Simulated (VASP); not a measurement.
# Tl in VASP: a series of runs

Runs on Tl. Level: PBEsol. Tasks: single point, relaxation of cell and atoms.

All numbers are computed with VASP 6.6.1; they aren't measurements. Logs are shortened: lines on timing, memory, paths and dates and some standing lists are left out, and cuts for length are marked.

**1. The cell of the first run**

Symmetry: I4/mmm, No. 139, tetragonal system. The conventional cell has a = 3.450 Å, b = 3.450 Å, c = 5.249 Å, α = 90.00°, β = 90.00°, γ = 90.00°. Within 4.5 Å of Tl (site symmetry 4/mmm) lie 12 Tl at 3.45 to 3.58 Å.

**2. Single point, PBEsol**

Contents of INCAR:

```
  PREC = Accurate
  ENCUT = 520
  EDIFF = 1E-7
  ISMEAR = 0
  SIGMA = 0.1
  LREAL = F
  LASPH = T
  NELM = 100
  ALGO = Normal
  ISIF = 2
  LWAVE = F
  LCHARG = F
  GGA = PS
  NBANDS = 12
```

Contents of KPOINTS:

```
regular mesh
0
Gamma
  8 8 8
```

Contents of POSCAR:

```
Tl
1.0
   -1.7251124952      1.7251124952      2.6245069996
    1.7251124952     -1.7251124952      2.6245069996
    1.7251124952      1.7251124952     -2.6245069996
Tl
1
Direct
    0.0000000000      0.0000000000      0.0000000000
```

Potentials or basis: VASP PAW PBE potentials, release 64 (Tl_d).

On the command line:

```console
$ cat potpaw_PBE.64/Tl_d/POTCAR > POTCAR
$ mpirun -np 1 vasp_std > vasp.out
```

OUTCAR:

```text
PREC = Accurate
   ENCUT = 520
   EDIFF = 1E-7
   ISMEAR = 0
   LREAL = F
   LASPH = T
   NELM = 100
   ISIF = 2
   GGA = PS

 ion  position               nearest neighbor table
   1  0.000  0.000  0.000-

  LATTYP: Found a body centered tetragonal cell.
 ALAT       =     3.4502249904
 C/A-ratio  =     1.5213541186

  Lattice vectors:

 A1 = (  -1.7251124952,   1.7251124952,   2.6245069996)
 A2 = (   1.7251124952,  -1.7251124952,   2.6245069996)
 A3 = (   1.7251124952,   1.7251124952,  -2.6245069996)

Analysis of symmetry for initial positions (statically):
=====================================================================
 Subroutine PRICEL returns:
 Original cell was already a primitive cell.

 Routine SETGRP: Setting up the symmetry group for a
 body centered tetragonal supercell.

 Subroutine GETGRP returns: Found 16 space group operations
 (whereof 16 operations were pure point group operations)
 out of a pool of 16 trial point group operations.

The static configuration has the point symmetry D_4h.

Analysis of symmetry for dynamics (positions and initial velocities):
=====================================================================
 Subroutine PRICEL returns:
 Original cell was already a primitive cell.

 Routine SETGRP: Setting up the symmetry group for a
 body centered tetragonal supercell.

 Subroutine GETGRP returns: Found 16 space group operations
 (whereof 16 operations were pure point group operations)
 out of a pool of 16 trial point group operations.

The dynamic configuration has the point symmetry D_4h.

 Subroutine INISYM returns: Found 16 space group operations
 (whereof 16 operations are pure point group operations),
 and found     1 'primitive' translations

----------------------------------------------------------------------------------------

                                     Primitive cell

  volume of cell :      31.2423

  direct lattice vectors                    reciprocal lattice vectors
    -1.725112495  1.725112495  2.624507000     0.000000000  0.289836171  0.190511970
     1.725112495 -1.725112495  2.624507000     0.289836171  0.000000000  0.190511970
     1.725112495  1.725112495 -2.624507000     0.289836171  0.289836171  0.000000000

  length of vectors
     3.583303397  3.583303397  3.583303397     0.346842640  0.346842640  0.409890244

  position of ions in fractional coordinates (direct lattice)
     0.000000000  0.000000000  0.000000000

  ion indices of the primitive-cell ions
   primitive index   ion index
                 1           1

----------------------------------------------------------------------------------------

 KPOINTS: regular mesh

Automatic generation of k-mesh.
 Grid dimensions read from file:
 generate k-points for:    8    8    8

 Generating k-lattice:

  Cartesian coordinates                     Fractional coordinates (reciprocal lattice)
     0.000000000  0.036229521  0.023813996     0.125000000  0.000000000  0.000000000
     0.036229521  0.000000000  0.023813996     0.000000000  0.125000000  0.000000000
     0.036229521  0.036229521  0.000000000     0.000000000  0.000000000  0.125000000

  Length of vectors
     0.043355330  0.043355330  0.051236280

  Shift w.r.t. Gamma in fractional coordinates (k-lattice)
     0.000000000  0.000000000  0.000000000

 Subroutine IBZKPT returns following result:
 ===========================================

 Found     59 irreducible k-points:

 Following reciprocal coordinates:
            Coordinates               Weight
  0.000000  0.000000  0.000000      1.000000
  0.125000  0.000000  0.000000      8.000000
  0.250000  0.000000  0.000000      8.000000
  0.375000  0.000000  0.000000      8.000000
  0.500000  0.000000  0.000000      4.000000
  0.125000  0.125000  0.000000      8.000000
[... 16 lines left out ...]
  0.250000  0.125000  0.125000     16.000000
  0.375000  0.125000  0.125000      8.000000
 [... further k-points ...]
   k-points           NKPTS =     59   k-points in BZ     NKDIM =     59   number of bands    NBANDS=     12
   number of dos      NEDOS =    301   number of ions     NIONS =      1
   total plane-waves  NPLWV =  21952
   dimension x,y,z NGX =    28 NGY =   28 NGZ =   28
   dimension x,y,z NGXF=    56 NGYF=   56 NGZF=   56
   ions per type =               1
   NGX,Y,Z   is equivalent  to a cutoff of  12.99, 12.99, 12.99 a.u.
   NGXF,Y,Z  is equivalent  to a cutoff of  25.98, 25.98, 25.98 a.u.
 SYSTEM =  unknown system
   PREC   = accura    normal or accurate (medium, high low for compatibility)
   ISTART =      0    job   : 0-new  1-cont  2-samecut
   ICHARG =      2    charge: 1-file 2-atom 10-const
   ISPIN  =      1    spin polarized calculation?
   LNONCOLLINEAR =      F non collinear calculations
   LSORBIT =      F    spin-orbit coupling
   LASPH  =      T    aspherical Exc in radial PAW
   ENCUT  =  520.0 eV  38.22 Ry    6.18 a.u.   6.66  6.66  6.66*2*pi/ulx,y,z
   NELM   =    100;   NELMIN=  2; NELMDL= -5     # of ELM steps
   EDIFF  = 0.1E-06   stopping-criterion for ELM
   LREAL  =      F    real-space projection
   EDIFFG = 0.1E-05   stopping-criterion for IOM
   NSW    =      0    number of steps for IOM
   IBRION =     -1    ionic relax: 0-MD 1-quasi-New 2-CG
   NFREE  =      0    steps in history (QN), initial steepest desc. (CG)
   ISIF   =      2    stress and relaxation
   ISYM   =      2    0-nonsym 1-usesym 2-fastsym
   POTIM  = 0.5000    time-step for ionic-motion
   TEBEG  =    0.0;   TEEND  =   0.0 temperature during run
   PSTRESS=    0.0 pullay stress
   NELECT =      13.0000    total number of electrons
   NUPDOWN=      -1.0000    fix difference up-down
   EMIN   =  10.00;   EMAX   =-10.00  energy-range for DOS
   EFERMI =   0.00;   METHOD = LEGACY
   ISMEAR =     0;   SIGMA  =   0.10  broadening in eV -4-tet -1-fermi 0-gaus
   EFERMI_NEDOS =   21; number of points for ismear=-14 and -15
   IALGO  =     38    algorithm
   IMIX   =      4    mixing-type and parameters
     AMIX     =   0.40;   BMIX     =  1.00
     AMIX_MAG =   1.60;   BMIX_MAG =  1.00
  volume/ion in A,a.u.               =      31.24       210.83
  Fermi-wavevector in a.u.,A,eV,Ry     =   1.222199  2.309620 20.323965  1.493769
  Thomas-Fermi vector in A             =   2.357354
   LORBIT       =      0    0 simple, 1 ext, 2 COOP (PROOUT), +10 PAW based schemes
   GGA     = PS    functional components
   LHFCALC =     F    Hartree Fock is set to
   AEXX    =    0.0000 exact exchange contribution
   IVDW    =     0    specifies the selected vdW correction
   LEPSILON=     F    determine dielectric tensor
   LRPA    =     F    only Hartree local field effects (RPA)
 non-spin polarized calculation
 Gauss-broadening in eV      SIGMA  =   0.10
  energy-cutoff  :      520.00
  volume of cell :       31.24
 maximum number of plane-waves:       857
   NGX = 13   NGY = 13   NGZ = 13

 number of electron      13.0000004 magnetization

 Free energy of the ion-electron system (eV)
  ---------------------------------------------------
  ext. energy  EPLUGINS =         0.00000000
  ---------------------------------------------------
  free energy    TOTEN  =        -2.59956212 eV

  energy without entropy =       -2.59900627  energy(sigma->0) =       -2.59928420

 E-fermi :   5.5464     XC(G=0):  -9.9307

 val. band max:        5.2879678607   @ k =  -0.2500   0.3750   0.1250
 cond. band min:       5.6315393714   @ k =   0.5000   0.5000   0.2500
 fundamental gap:      0.3435715107
 Fermi energy:         5.5463653714

 k-point     1 :       0.0000    0.0000    0.0000
  band No.  band energies     occupation
      1      -6.0262      2.00000
      2      -5.8988      2.00000
      3      -5.8988      2.00000
      4      -5.7915      2.00000
      5      -5.6560      2.00000
      6      -3.9928      2.00000
      7      15.0017      0.00000
      8      15.0017      0.00000
      9      15.1241      0.00000
     10      16.3379      0.00000
     11      18.7484      0.00000
     12      19.5165      0.00000

 k-point     2 :       0.1250    0.0000    0.0000
  band No.  band energies     occupation
      1      -6.0023      2.00000
      2      -5.9041      2.00000
      3      -5.8701      2.00000
      4      -5.7808      2.00000
      5      -5.6668      2.00000
      6      -3.6810      2.00000
      7      12.1839      0.00000
      8      14.5791      0.00000
      9      14.7860      0.00000
     10      16.1393      0.00000
     11      18.6521      0.00000
     12      19.6685      0.00000

 k-point     3 :       0.2500    0.0000    0.0000
  band No.  band energies     occupation
      1      -6.0060      2.00000
      2      -5.9357      2.00000
      3      -5.8377      2.00000
      4      -5.6910      2.00000
      5      -5.6538      2.00000
      6      -2.7232      2.00000
      7       8.2854      0.00000
      8      13.5610      0.00000
      9      14.3365      0.00000
     10      15.9936      0.00000
     11      17.5181      0.00000
     12      19.5588      0.00000

 k-point     4 :       0.3750    0.0000    0.0000
  band No.  band energies     occupation
      1      -6.0587      2.00000
      2      -5.9723      2.00000
      3      -5.8605      2.00000
      4      -5.5824      2.00000
      5      -5.5570      2.00000
      6      -1.1712      2.00000
      7       4.8773      2.00000
      8      12.7016      0.00000
      9      13.9351      0.00000
     10      15.9213      0.00000
     11      16.7573      0.00000
     12      18.7061      0.00000

 k-point     5 :       0.5000    0.0000    0.0000
  band No.  band energies     occupation
      1      -6.0863      2.00000
      2      -5.9875      2.00000
      3      -5.8773      2.00000
      4      -5.5445      2.00000
      5      -5.4962      2.00000
      6       0.1636      2.00000
      7       2.9157      2.00000
      8      12.3739      0.00000
      9      13.7751      0.00000
     10      15.9103      0.00000
     11      16.4778      0.00000
     12      18.4270      0.00000

 k-point     6 :       0.1250    0.1250    0.0000
  band No.  band energies     occupation
      1      -5.9913      2.00000
      2      -5.8678      2.00000
      3      -5.8660      2.00000
      4      -5.7823      2.00000
      5      -5.6560      2.00000
      6      -3.1732      2.00000
      7      10.7075      0.00000
      8      11.9373      0.00000
      9      14.8512      0.00000
     10      16.9220      0.00000
     11      17.4691      0.00000
     12      19.0673      0.00000

 k-point     7 :       0.2500    0.1250    0.0000
  band No.  band energies     occupation
      1      -5.9839      2.00000
      2      -5.9145      2.00000
      3      -5.8350      2.00000
      4      -5.7113      2.00000
      5      -5.6242      2.00000
      6      -2.0334      2.00000
      7       7.3969      0.00000
      8      11.0020      0.00000
      9      13.6823      0.00000
     10      16.3708      0.00000
     11      17.3829      0.00000
     12      19.0192      0.00000

 k-point     8 :       0.3750    0.1250    0.0000
  band No.  band energies     occupation
      1      -6.0218      2.00000
      2      -5.9419      2.00000
      3      -5.8645      2.00000
      4      -5.6000      2.00000
      5      -5.5626      2.00000
      6      -0.4076      2.00000
      7       4.3359      2.00000
      8      10.9368      0.00000
      9      12.5698      0.00000
     10      15.3273      0.00000
     11      17.4636      0.00000
     12      19.3958      0.00000
[... 166 lines left out ...]
 k-point    20 :      -0.3750    0.3750    0.0000
  band No.  band energies     occupation
      1      -6.1630      2.00000
      2      -6.0569      2.00000
      3      -5.5813      2.00000
      4      -5.5752      2.00000
      5      -5.5055      2.00000
      6      -0.1057      2.00000
      7       6.7763      0.00000
      8       9.4827      0.00000
      9       9.8375      0.00000
     10      12.8000      0.00000
     11      13.8864      0.00000
     12      23.9417      0.00000

 k-point    21 :       0.5000    0.5000    0.0000
  band No.  band energies     occupation
      1      -6.2074      2.00000
      2      -6.1306      2.00000
      3      -5.5427      2.00000
      4      -5.5196      2.00000
      5      -5.4036      2.00000
      6       1.9810      2.00000
      7       4.1318      2.00000
      8       8.8939      0.00000
      9       9.2965      0.00000
     10      12.2939      0.00000
     11      13.6854      0.00000
     12      24.0726      0.00000

 k-point    22 :       0.1250    0.1250    0.1250
  band No.  band energies     occupation
      1      -5.9974      2.00000
      2      -5.8563      2.00000
      3      -5.8282      2.00000
      4      -5.7378      2.00000
      5      -5.6180      2.00000
      6      -1.8589      2.00000
      7       8.4174      0.00000
      8       9.7842      0.00000
      9      12.8365      0.00000
     10      15.6825      0.00000
     11      16.2675      0.00000
     12      18.3197      0.00000

 k-point    23 :       0.2500    0.1250    0.1250
  band No.  band energies     occupation
      1      -5.9889      2.00000
      2      -5.9138      2.00000
      3      -5.8167      2.00000
      4      -5.6877      2.00000
      5      -5.5519      2.00000
      6      -0.3857      2.00000
      7       5.6761      0.06644
      8       9.1478      0.00000
      9      11.4965      0.00000
     10      15.1462      0.00000
     11      17.2304      0.00000
     12      18.8365      0.00000

 k-point    24 :       0.3750    0.1250    0.1250
  band No.  band energies     occupation
      1      -5.9865      2.00000
      2      -5.9462      2.00000
      3      -5.7723      2.00000
      4      -5.7175      2.00000
      5      -5.5039      2.00000
      6       0.7886      2.00000
      7       3.9420      2.00000
      8       9.2326      0.00000
      9      10.7812      0.00000
     10      14.9193      0.00000
     11      17.0900      0.00000
     12      21.4585      0.00000

 [... further k-points ...]
[... 5 lines left out ...]
  --------------------------------------------------------------------------------------
  -------------------------------------------------------------------------------------
  Total       -0.6102915     -0.6102915     -0.4795471      0.0000000     -0.0000000      0.0000000
  in kB      -31.2971917    -31.2971917    -24.5923076      0.0000000     -0.0000000      0.0000000
  external PRESSURE =     -29.0622303 kB  Pullay stress =       0.0000000 kB

 VOLUME and BASIS-vectors are now :
 -----------------------------------------------------------------------------
  energy-cutoff  :      520.00
  volume of cell :       31.24
      direct lattice vectors                 reciprocal lattice vectors
    -1.725112495  1.725112495  2.624507000     0.000000000  0.289836171  0.190511970
     1.725112495 -1.725112495  2.624507000     0.289836171  0.000000000  0.190511970
     1.725112495  1.725112495 -2.624507000     0.289836171  0.289836171  0.000000000

 POSITION                                       TOTAL-FORCE (eV/Angst)
 -----------------------------------------------------------------------------------
      0.00000      0.00000      0.00000        -0.000000     -0.000000      0.000000
 -----------------------------------------------------------------------------------
    total drift:                               -0.000000     -0.000000     -0.000000

  FREE ENERGIE OF THE ION-ELECTRON SYSTEM (eV)
  ---------------------------------------------------
  free  energy   TOTEN  =        -2.5995621237 eV

  energy  without entropy=       -2.5990062690  energy(sigma->0) =       -2.59928420
```

Run time: 10 s. Hardware: 1 thread of Intel Xeon Platinum 8488C (Sapphire Rapids), shared host; peak memory 0.16 GiB.

What came out:

```
Free energy : -2.5996 eV
Pressure    : -2.9 GPa
```

Stress tensor (GPa, compression positive):
```
-3.13  0.00  0.00
 0.00 -3.13  0.00
 0.00  0.00 -2.46
```

Caveat: the PAW data sets were made with another functional, which shifts forces and pressure a little; spin-orbit coupling is left out, which moves the levels of the heavy elements.

(Part 1 of 2 ends here.)
